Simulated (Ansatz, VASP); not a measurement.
## Ge: VASP beside Ansatz

INCAR

```
PREC = Accurate ; ENCUT = 520
EDIFF = 1E-7 ; ISMEAR = 0
SIGMA = 0.05 ; LREAL = F
LASPH = T ; NELM = 60
ALGO = Normal ; ISIF = 2
LWAVE = F ; LCHARG = F
GGA = CA ; NBANDS = 21
```

File KPOINTS:

```
regular mesh
0
Gamma
  14 14 14
```

Contents of POSCAR:

```
Ge
1.0
    0.0000000000      2.8212572425      2.8212572425
    2.8212572425      0.0000000000      2.8212572425
    2.8212572425      2.8212572425      0.0000000000
Ge
2
Direct
    0.5000000000      0.5000000000      0.5000000000
    0.7500000000      0.7500000000      0.7500000000
```

Input for Ansatz:

```yaml
crystal:
  lattice:
    - [0.0, 2.8212572425, 2.8212572425]
    - [2.8212572425, 0.0, 2.8212572425]
    - [2.8212572425, 2.8212572425, 0.0]
  atoms:
    - { symbol: Ge, position: [0.5, 0.5, 0.5] }
    - { symbol: Ge, position: [0.75, 0.75, 0.75] }
basis:
  ecutwfc: 420
  ecutrho_ratio: 4
kpoints:
  mp_grid: { grid: [14, 14, 14] }
hamiltonian:
  xc: lda
scf:
  occupations: { method: gaussian, width: 0.05 }
output:
  forces: true
  stress: true
  eigenvalues: true
```

Alike in both runs: task single point; functional LDA; k mesh 14 × 14 × 14; occupations gaussian, width 0.05 eV; no spin polarisation.

```csv
,VASP,Ansatz
version,VASP 6.6.1,Ansatz 0.2.0
potentials or method,"VASP PAW LDA potentials, release 64 (Ge_d), cutoff 520 eV","scalar-relativistic, plane waves, PAW"
valence electrons in the cell,28,28
```

```tsv
	VASP	Ansatz	Ansatz less VASP
pressure (GPa)	-0.6	-0.8	-0.19
```

LDA's correlation is that of Perdew and Zunger in VASP and of Perdew and Wang (1992) in Ansatz.
